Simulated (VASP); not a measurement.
# Pb (Im-3m) in VASP: single point with PBEsol

Aim: the single point of Pb with PBEsol.

Everything below comes from runs of VASP 6.6.1. Logs are shortened: lines on timing, memory, paths and dates and some standing lists are left out, and cuts for length are marked.

### Step 1. The cell of the first run

Symmetry: Im-3m, No. 229, cubic system. Conventional cell: a = 3.959 Å, b = 3.959 Å, c = 3.959 Å, α = 90.00°, β = 90.00°, γ = 90.00°. Within 4.5 Å of Pb (site symmetry m-3m) lie 14 Pb at 3.43 to 3.96 Å.

This isn't the form of Pb at room conditions, which is fcc.

### Step 2. Single point, PBEsol

The input, INCAR:

```
SYSTEM = Pb
ALGO = Normal
EDIFF = 1E-6
ENCUT = 520
GGA = PS
ISIF = 2
ISMEAR = 0
LASPH = .TRUE.
LCHARG = .TRUE.
LELF = .TRUE.
LREAL = .FALSE.
LVHAR = .TRUE.
LWAVE = .FALSE.
NBANDS = 13
NELM = 100
PREC = Accurate
SIGMA = 0.15
```

The input, KPOINTS:

```
k-points
0
G
  18 18 18
  0 0 0
```

The input, POSCAR:

```
Pb
1.0
   -1.9796595667      1.9796595667      1.9796595667
    1.9796595667     -1.9796595667      1.9796595667
    1.9796595667      1.9796595667     -1.9796595667
Pb
1
Direct
    0.0000000000      0.0000000000      0.0000000000
```

Potentials or basis: VASP PAW PBE potentials, release 64 (Pb_d).

Command:

```sh
> cat potpaw_PBE.64/Pb_d/POTCAR > POTCAR
> mpirun -np 1 vasp_std > vasp.out
```

OUTCAR:

```text
SYSTEM = Pb
   EDIFF = 1E-6
   ENCUT = 520
   GGA = PS
   ISIF = 2
   ISMEAR = 0
   LASPH = .TRUE.
   LREAL = .FALSE.
   NELM = 100
   PREC = Accurate

 ion  position               nearest neighbor table
   1  0.000  0.000  0.000-

  LATTYP: Found a body centered cubic cell.
 ALAT       =     3.9593191334

  Lattice vectors:

 A1 = (  -1.9796595667,   1.9796595667,   1.9796595667)
 A2 = (   1.9796595667,  -1.9796595667,   1.9796595667)
 A3 = (   1.9796595667,   1.9796595667,  -1.9796595667)

Analysis of symmetry for initial positions (statically):
=====================================================================
 Subroutine PRICEL returns:
 Original cell was already a primitive cell.

 Routine SETGRP: Setting up the symmetry group for a
 body centered cubic supercell.

 Subroutine GETGRP returns: Found 48 space group operations
 (whereof 48 operations were pure point group operations)
 out of a pool of 48 trial point group operations.

The static configuration has the point symmetry O_h .

Analysis of symmetry for dynamics (positions and initial velocities):
=====================================================================
 Subroutine PRICEL returns:
 Original cell was already a primitive cell.

 Routine SETGRP: Setting up the symmetry group for a
 body centered cubic supercell.

 Subroutine GETGRP returns: Found 48 space group operations
 (whereof 48 operations were pure point group operations)
 out of a pool of 48 trial point group operations.

The dynamic configuration has the point symmetry O_h .

 Subroutine INISYM returns: Found 48 space group operations
 (whereof 48 operations are pure point group operations),
 and found     1 'primitive' translations

----------------------------------------------------------------------------------------

                                     Primitive cell

  volume of cell :      31.0336

  direct lattice vectors                    reciprocal lattice vectors
    -1.979659567  1.979659567  1.979659567     0.000000000  0.252568678  0.252568678
     1.979659567 -1.979659567  1.979659567     0.252568678  0.000000000  0.252568678
     1.979659567  1.979659567 -1.979659567     0.252568678  0.252568678  0.000000000

  length of vectors
     3.428870951  3.428870951  3.428870951     0.357186050  0.357186050  0.357186050

  position of ions in fractional coordinates (direct lattice)
     0.000000000  0.000000000  0.000000000

[... 82 lines left out ...]
   ISYM   =      2    0-nonsym 1-usesym 2-fastsym
   POTIM  = 0.5000    time-step for ionic-motion
   TEBEG  =    0.0;   TEEND  =   0.0 temperature during run
   PSTRESS=    0.0 pullay stress
   NELECT =      14.0000    total number of electrons
   NUPDOWN=      -1.0000    fix difference up-down
   EMIN   =  10.00;   EMAX   =-10.00  energy-range for DOS
   EFERMI =   0.00;   METHOD = LEGACY
   ISMEAR =     0;   SIGMA  =   0.15  broadening in eV -4-tet -1-fermi 0-gaus
   EFERMI_NEDOS =   21; number of points for ismear=-14 and -15
   IALGO  =     38    algorithm
   IMIX   =      4    mixing-type and parameters
     AMIX     =   0.40;   BMIX     =  1.00
     AMIX_MAG =   1.60;   BMIX_MAG =  1.00
  volume/ion in A,a.u.               =      31.03       209.42
  Fermi-wavevector in a.u.,A,eV,Ry     =   1.255568  2.372680 21.448927  1.576452
  Thomas-Fermi vector in A             =   2.389319
   LORBIT       =      0    0 simple, 1 ext, 2 COOP (PROOUT), +10 PAW based schemes
   GGA     = PS    functional components
   LHFCALC =     F    Hartree Fock is set to
   AEXX    =    0.0000 exact exchange contribution
   IVDW    =     0    specifies the selected vdW correction
   LEPSILON=     F    determine dielectric tensor
   LRPA    =     F    only Hartree local field effects (RPA)
 non-spin polarized calculation
 Gauss-broadening in eV      SIGMA  =   0.15
  energy-cutoff  :      520.00
  volume of cell :       31.03
 maximum number of plane-waves:       887
 NGX is ok and might be reduce to    28
   NGX = 13   NGY = 13   NGZ = 13

 number of electron      14.0000002 magnetization

 Free energy of the ion-electron system (eV)
  ---------------------------------------------------
  ext. energy  EPLUGINS =         0.00000000
  ---------------------------------------------------
  free energy    TOTEN  =        -3.95721844 eV

  energy without entropy =       -3.95108498  energy(sigma->0) =       -3.95415171

 E-fermi :   6.8230     XC(G=0): -10.2334

 val. band max:        6.8144573804   @ k =  -0.2778   0.3333   0.2222
 cond. band min:       6.8376176706   @ k =   0.2778   0.1667   0.1667
 fundamental gap:      0.0231602902
 Fermi energy:         6.8230077729

 k-point     1 :       0.0000    0.0000    0.0000
  band No.  band energies     occupation
      1     -10.1835      2.00000
      2     -10.1835      2.00000
      3     -10.1835      2.00000
      4      -9.9562      2.00000
      5      -9.9562      2.00000
      6      -4.7716      2.00000
      7      14.2795      0.00000
      8      14.2795      0.00000
      9      14.2795      0.00000
     10      17.9169      0.00000
     11      17.9169      0.00000
     12      17.9169      0.00000
     13      18.3454      0.00000
[... 354 lines left out ...]
  band No.  band energies     occupation
      1     -10.2440      2.00000
      2     -10.1609      2.00000
      3      -9.9761      2.00000
      4      -9.9697      2.00000
      5      -9.8462      2.00000
      6      -1.1920      2.00000
      7       3.4934      2.00000
      8       9.0318      0.00000
      9      11.3764      0.00000
     10      15.2265      0.00000
     11      17.3098      0.00000
     12      19.5455      0.00000
     13      21.1723      0.00000

 [... further k-points ...]

------------------------ aborting loop because EDIFF is reached ----------------------------------------

  FORCE on cell =-STRESS in cart. coord.  units (eV):
  Direction    XX          YY          ZZ          XY          YZ          ZX
  --------------------------------------------------------------------------------------
  -------------------------------------------------------------------------------------
  Total       -0.3147573     -0.3147573     -0.3147573      0.0000000      0.0000000      0.0000000
  in kB      -16.2500559    -16.2500559    -16.2500559      0.0000000      0.0000000      0.0000000
  external PRESSURE =     -16.2500559 kB  Pullay stress =       0.0000000 kB

 VOLUME and BASIS-vectors are now :
 -----------------------------------------------------------------------------
  energy-cutoff  :      520.00
  volume of cell :       31.03
      direct lattice vectors                 reciprocal lattice vectors
    -1.979659567  1.979659567  1.979659567     0.000000000  0.252568678  0.252568678
     1.979659567 -1.979659567  1.979659567     0.252568678  0.000000000  0.252568678
     1.979659567  1.979659567 -1.979659567     0.252568678  0.252568678  0.000000000

 POSITION                                       TOTAL-FORCE (eV/Angst)
 -----------------------------------------------------------------------------------
      0.00000      0.00000      0.00000         0.000000     -0.000000      0.000000
 -----------------------------------------------------------------------------------
    total drift:                               -0.000000     -0.000000     -0.000000

  FREE ENERGIE OF THE ION-ELECTRON SYSTEM (eV)
  ---------------------------------------------------
  free  energy   TOTEN  =        -3.9572184406 eV

  energy  without entropy=       -3.9510849779  energy(sigma->0) =       -3.95415171
```

OSZICAR:

```text
N       E                     dE             d eps       ncg     rms          rms(c)
DAV:   1     0.107571340985E+03    0.10757E+03   -0.71261E+03  5136   0.125E+03
DAV:   2     0.116072168858E+01   -0.10641E+03   -0.10326E+03  5370   0.312E+02
DAV:   3    -0.385344940406E+01   -0.50142E+01   -0.49977E+01  6345   0.729E+01
DAV:   4    -0.396904415378E+01   -0.11559E+00   -0.11557E+00  6155   0.118E+01
DAV:   5    -0.397425448497E+01   -0.52103E-02   -0.52102E-02  6932   0.230E+00    0.566E-01
DAV:   6    -0.396062971233E+01    0.13625E-01   -0.18452E-02  6452   0.238E+00    0.270E-01
DAV:   7    -0.395740343830E+01    0.32263E-02   -0.73720E-03  6459   0.138E+00    0.932E-02
DAV:   8    -0.395721931015E+01    0.18413E-03   -0.42146E-04  7701   0.341E-01    0.990E-03
DAV:   9    -0.395721844061E+01    0.86954E-06   -0.86499E-06  6506   0.515E-02
   1 F= -.39572184E+01 E0= -.39541517E+01  d E =-.613346E-02
```

Wall time 55 s (1 thread of Intel Xeon Platinum 8259CL at 2.50GHz (Skylake/Cascade Lake), shared host); peak memory 0.21 GiB.

What came out:

| Item | Value |
| --- | --- |
| Free energy | -3.9572 eV |
| Pressure | -1.6 GPa |
| Band gap on the k mesh | zero (bands 7 and 8 overlap by 9.45 eV) |

Caveat: the PAW data sets were made with another functional, which shifts forces and pressure a little; spin-orbit coupling is left out, which moves the levels of the heavy elements.

The gap in the log of VASP goes by the Fermi energy; the results here count the filled bands.